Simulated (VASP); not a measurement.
# P (I4/mmm) in VASP: single point with PBEsol

Aim: the single point of P with PBEsol.

Program: VASP 6.6.1. These are calculated values, not measurements. Logs are shortened: lines on timing, memory, paths and dates and some standing lists are left out, and cuts for length are marked.

## (1) The cell of the first run

Symmetry: I4/mmm, No. 139, tetragonal system. The conventional cell has a = 4.068 Å, b = 4.068 Å, c = 9.611 Å, α = 90.00°, β = 90.00°, γ = 90.00°. P (site symmetry 4mm) has 1 P at 2.50 Å within 3.3 Å.

## (2) Single point, PBEsol

File INCAR:

```
  PREC = Accurate
  ENCUT = 520
  EDIFF = 1E-6
  ISMEAR = 0
  SIGMA = 0.05
  LREAL = F
  LASPH = T
  NELM = 60
  ALGO = Normal
  ISIF = 2
  LWAVE = F
  LCHARG = F
  GGA = PS
  NBANDS = 12
```

File KPOINTS:

```
Automatic mesh
0
Gamma
  8 8 8
```

File POSCAR:

```
P
1.0
   -2.0342200000      2.0342200000      4.8054020000
    2.0342200000     -2.0342200000      4.8054020000
    2.0342200000      2.0342200000     -4.8054020000
P
2
Direct
    0.3699010000      0.3699010000      0.0000000000
    0.6300990000      0.6300990000      0.0000000000
```

Potentials or basis: VASP PAW PBE potentials, release 64 (P).

Launch:

```
cat potpaw_PBE.64/P/POTCAR > POTCAR
mpirun -np 1 vasp_std > vasp.out
```

OUTCAR:

```text
PREC = Accurate
   ENCUT = 520
   EDIFF = 1E-6
   ISMEAR = 0
   LREAL = F
   LASPH = T
   NELM = 60
   ISIF = 2
   GGA = PS

 ion  position               nearest neighbor table
   1  0.370  0.370  0.000-   2 2.50
   2  0.630  0.630  0.000-   1 2.50

  LATTYP: Found a body centered tetragonal cell.
 ALAT       =     4.0684400000
 C/A-ratio  =     2.3622823490

  Lattice vectors:

 A1 = (  -2.0342200000,   2.0342200000,   4.8054020000)
 A2 = (   2.0342200000,  -2.0342200000,   4.8054020000)
 A3 = (   2.0342200000,   2.0342200000,  -4.8054020000)

Analysis of symmetry for initial positions (statically):
=====================================================================
 Subroutine PRICEL returns:
 Original cell was already a primitive cell.

 Routine SETGRP: Setting up the symmetry group for a
 body centered tetragonal supercell.

 Subroutine GETGRP returns: Found 16 space group operations
 (whereof 16 operations were pure point group operations)
 out of a pool of 16 trial point group operations.

The static configuration has the point symmetry D_4h.

Analysis of symmetry for dynamics (positions and initial velocities):
=====================================================================
 Subroutine PRICEL returns:
 Original cell was already a primitive cell.

 Routine SETGRP: Setting up the symmetry group for a
 body centered tetragonal supercell.

 Subroutine GETGRP returns: Found 16 space group operations
 (whereof 16 operations were pure point group operations)
 out of a pool of 16 trial point group operations.

The dynamic configuration has the point symmetry D_4h.

 Subroutine INISYM returns: Found 16 space group operations
 (whereof 16 operations are pure point group operations),
 and found     1 'primitive' translations

----------------------------------------------------------------------------------------

                                     Primitive cell

  volume of cell :      79.5400

  direct lattice vectors                    reciprocal lattice vectors
    -2.034220000  2.034220000  4.805402000     0.000000000  0.245794457  0.104049568
     2.034220000 -2.034220000  4.805402000     0.245794457  0.000000000  0.104049568
     2.034220000  2.034220000 -4.805402000     0.245794457  0.245794457  0.000000000

  length of vectors
     5.600713383  5.600713383  5.600713383     0.266910523  0.266910523  0.347605854

  position of ions in fractional coordinates (direct lattice)
     0.369901000  0.369901000  0.000000000
     0.630099000  0.630099000  0.000000000

  ion indices of the primitive-cell ions
   primitive index   ion index
                 1           1
                 2           2

----------------------------------------------------------------------------------------

 KPOINTS: Automatic mesh

Automatic generation of k-mesh.
 Grid dimensions read from file:
 generate k-points for:    8    8    8

 Generating k-lattice:

  Cartesian coordinates                     Fractional coordinates (reciprocal lattice)
     0.000000000  0.030724307  0.013006196     0.125000000  0.000000000  0.000000000
     0.030724307  0.000000000  0.013006196     0.000000000  0.125000000  0.000000000
     0.030724307  0.030724307  0.000000000     0.000000000  0.000000000  0.125000000

  Length of vectors
     0.033363815  0.033363815  0.043450732

  Shift w.r.t. Gamma in fractional coordinates (k-lattice)
     0.000000000  0.000000000  0.000000000

 Subroutine IBZKPT returns following result:
 ===========================================

 Found     59 irreducible k-points:

 Following reciprocal coordinates:
            Coordinates               Weight
  0.000000  0.000000  0.000000      1.000000
  0.125000  0.000000 -0.000000      8.000000
  0.250000  0.000000 -0.000000      8.000000
  0.375000  0.000000  0.000000      8.000000
  0.500000  0.000000 -0.000000      4.000000
  0.125000  0.125000 -0.000000      8.000000
[... 16 lines left out ...]
  0.250000  0.125000  0.125000     16.000000
  0.375000  0.125000  0.125000      8.000000
 [... further k-points ...]
   k-points           NKPTS =     59   k-points in BZ     NKDIM =     59   number of bands    NBANDS=     12
   number of dos      NEDOS =    301   number of ions     NIONS =      2
   total plane-waves  NPLWV =  74088
   dimension x,y,z NGX =    42 NGY =   42 NGZ =   42
   dimension x,y,z NGXF=    84 NGYF=   84 NGZF=   84
   ions per type =               2
   NGX,Y,Z   is equivalent  to a cutoff of  12.47, 12.47, 12.47 a.u.
   NGXF,Y,Z  is equivalent  to a cutoff of  24.93, 24.93, 24.93 a.u.
 SYSTEM =  unknown system
   PREC   = accura    normal or accurate (medium, high low for compatibility)
   ISTART =      0    job   : 0-new  1-cont  2-samecut
   ICHARG =      2    charge: 1-file 2-atom 10-const
   ISPIN  =      1    spin polarized calculation?
   LNONCOLLINEAR =      F non collinear calculations
   LSORBIT =      F    spin-orbit coupling
   LASPH  =      T    aspherical Exc in radial PAW
   ENCUT  =  520.0 eV  38.22 Ry    6.18 a.u.  10.41 10.41 10.41*2*pi/ulx,y,z
   NELM   =     60;   NELMIN=  2; NELMDL= -5     # of ELM steps
   EDIFF  = 0.1E-05   stopping-criterion for ELM
   LREAL  =      F    real-space projection
   EDIFFG = 0.1E-04   stopping-criterion for IOM
   NSW    =      0    number of steps for IOM
   IBRION =     -1    ionic relax: 0-MD 1-quasi-New 2-CG
   NFREE  =      0    steps in history (QN), initial steepest desc. (CG)
   ISIF   =      2    stress and relaxation
   ISYM   =      2    0-nonsym 1-usesym 2-fastsym
   POTIM  = 0.5000    time-step for ionic-motion
   TEBEG  =    0.0;   TEEND  =   0.0 temperature during run
   PSTRESS=    0.0 pullay stress
   NELECT =      10.0000    total number of electrons
   NUPDOWN=      -1.0000    fix difference up-down
   EMIN   =  10.00;   EMAX   =-10.00  energy-range for DOS
   EFERMI =   0.00;   METHOD = LEGACY
   ISMEAR =     0;   SIGMA  =   0.05  broadening in eV -4-tet -1-fermi 0-gaus
   EFERMI_NEDOS =   21; number of points for ismear=-14 and -15
   IALGO  =     38    algorithm
   IMIX   =      4    mixing-type and parameters
     AMIX     =   0.40;   BMIX     =  1.00
     AMIX_MAG =   1.60;   BMIX_MAG =  1.00
  volume/ion in A,a.u.               =      39.77       268.38
  Fermi-wavevector in a.u.,A,eV,Ry     =   0.820124  1.549810  9.151330  0.672604
  Thomas-Fermi vector in A             =   1.931051
   LORBIT       =      0    0 simple, 1 ext, 2 COOP (PROOUT), +10 PAW based schemes
   GGA     = PS    functional components
   LHFCALC =     F    Hartree Fock is set to
   AEXX    =    0.0000 exact exchange contribution
   IVDW    =     0    specifies the selected vdW correction
   LEPSILON=     F    determine dielectric tensor
   LRPA    =     F    only Hartree local field effects (RPA)
 non-spin polarized calculation
 Gauss-broadening in eV      SIGMA  =   0.05
  energy-cutoff  :      520.00
  volume of cell :       79.54
 maximum number of plane-waves:      2161
 NGX is ok and might be reduce to    42
   NGX = 21   NGY = 21   NGZ = 21

 number of electron      10.0000000 magnetization

 Free energy of the ion-electron system (eV)
  ---------------------------------------------------
  ext. energy  EPLUGINS =         0.00000000
  ---------------------------------------------------
  free energy    TOTEN  =        -7.11620208 eV

  energy without entropy =       -7.11281201  energy(sigma->0) =       -7.11450704

 E-fermi :  -0.2861     XC(G=0):  -7.2670

 val. band max:       -0.2878137843   @ k =  -0.1250   0.1250   0.0000
 cond. band min:      -0.2710852798   @ k =  -0.1250   0.1250   0.1250
 fundamental gap:      0.0167285045
 Fermi energy:        -0.2861308441

 k-point     1 :       0.0000    0.0000    0.0000
  band No.  band energies     occupation
      1     -10.5940      2.00000
      2      -7.3980      2.00000
      3      -2.9897      2.00000
      4       0.0902      0.00000
      5       0.0902      0.00000
      6       0.5244      0.00000
      7       0.5244      0.00000
      8       3.0884      0.00000
      9       5.2745      0.00000
     10       7.1237      0.00000
     11       7.4892      0.00000
     12       9.5792      0.00000

 k-point     2 :       0.1250    0.0000   -0.0000
  band No.  band energies     occupation
      1     -10.5273      2.00000
      2      -7.4631      2.00000
      3      -2.8910      2.00000
      4      -0.3252      1.73048
      5       0.0105      0.00000
      6       0.3662      0.00000
      7       0.6849      0.00000
      8       3.2014      0.00000
      9       5.6978      0.00000
     10       7.2360      0.00000
     11       7.9324      0.00000
     12       9.3093      0.00000

 k-point     3 :       0.2500    0.0000   -0.0000
  band No.  band energies     occupation
      1     -10.3514      2.00000
      2      -7.6279      2.00000
      3      -2.6852      2.00000
      4      -1.1394      2.00000
      5      -0.0807      0.00000
      6       0.1770      0.00000
      7       0.9763      0.00000
      8       3.3259      0.00000
      9       6.3248      0.00000
     10       7.7530      0.00000
     11       7.8394      0.00000
     12       9.1227      0.00000
[... 286 lines left out ...]
 k-point    23 :       0.2500    0.1250    0.1250
  band No.  band energies     occupation
      1     -10.0174      2.00000
      2      -7.7178      2.00000
      3      -2.3770      2.00000
      4      -1.7198      2.00000
      5      -1.1598      2.00000
      6       0.2063      0.00000
      7       0.6632      0.00000
      8       3.1559      0.00000
      9       6.3999      0.00000
     10       8.2373      0.00000
     11       8.4409      0.00000
     12       8.5537      0.00000

 k-point    24 :       0.3750    0.1250    0.1250
  band No.  band energies     occupation
      1      -9.9387      2.00000
      2      -7.7679      2.00000
      3      -2.2369      2.00000
      4      -2.0437      2.00000
      5      -1.1872      2.00000
      6       0.3863      0.00000
      7       0.6143      0.00000
      8       2.9885      0.00000
      9       6.5316      0.00000
     10       7.8718      0.00000
     11       8.0670      0.00000
     12       8.4803      0.00000

 [... further k-points ...]

------------------------ aborting loop because EDIFF is reached ----------------------------------------

  FORCE on cell =-STRESS in cart. coord.  units (eV):
  Direction    XX          YY          ZZ          XY          YZ          ZX
  --------------------------------------------------------------------------------------
  -------------------------------------------------------------------------------------
  Total       -2.0672944     -2.0672944    -12.7394205      0.0000000      0.0000000      0.0000000
  in kB      -41.6415957    -41.6415957   -256.6106628      0.0000000      0.0000000      0.0000000
  external PRESSURE =    -113.2979514 kB  Pullay stress =       0.0000000 kB

 VOLUME and BASIS-vectors are now :
 -----------------------------------------------------------------------------
  energy-cutoff  :      520.00
  volume of cell :       79.54
      direct lattice vectors                 reciprocal lattice vectors
    -2.034220000  2.034220000  4.805402000     0.000000000  0.245794457  0.104049568
     2.034220000 -2.034220000  4.805402000     0.245794457  0.000000000  0.104049568
     2.034220000  2.034220000 -4.805402000     0.245794457  0.245794457  0.000000000

 POSITION                                       TOTAL-FORCE (eV/Angst)
 -----------------------------------------------------------------------------------
      0.00000      0.00000      3.55505         0.000000      0.000000      3.223793
      0.00000      0.00000      6.05576        -0.000000     -0.000000     -3.223793
 -----------------------------------------------------------------------------------
    total drift:                               -0.000000      0.000000     -0.000000

  FREE ENERGIE OF THE ION-ELECTRON SYSTEM (eV)
  ---------------------------------------------------
  free  energy   TOTEN  =        -7.1162020762 eV

  energy  without entropy=       -7.1128120068  energy(sigma->0) =       -7.11450704
```

Wall time 98 s (1 thread of Oxide Virtual Turin-like, shared host); peak memory 0.22 GiB.

Results:

| Quantity | Value |
| --- | --- |
| Free energy | -7.1162 eV |
| Pressure | -11.3 GPa |
| Largest force | 3.224 eV/Å |
| Band gap on the k mesh | zero (bands 5 and 6 overlap by 1.19 eV) |

Forces in eV/Å, atoms in the order of the input:
```
P    0.000  0.000  3.224
P    0.000  0.000 -3.224
```

Stress tensor (GPa, compression positive):
```
 -4.16   0.00   0.00
  0.00  -4.16   0.00
  0.00   0.00 -25.66
```

Caveat: the stress differs along the axes, from -26 to -4 GPa; this functional lacks dispersion, which holds the molecules together, so the pressure and a relaxed volume are unreliable; the PAW data sets were made with another functional, which shifts forces and pressure a little; this functional lacks dispersion, which binds layers or chains, so the pressure and a relaxed spacing across them are unreliable.
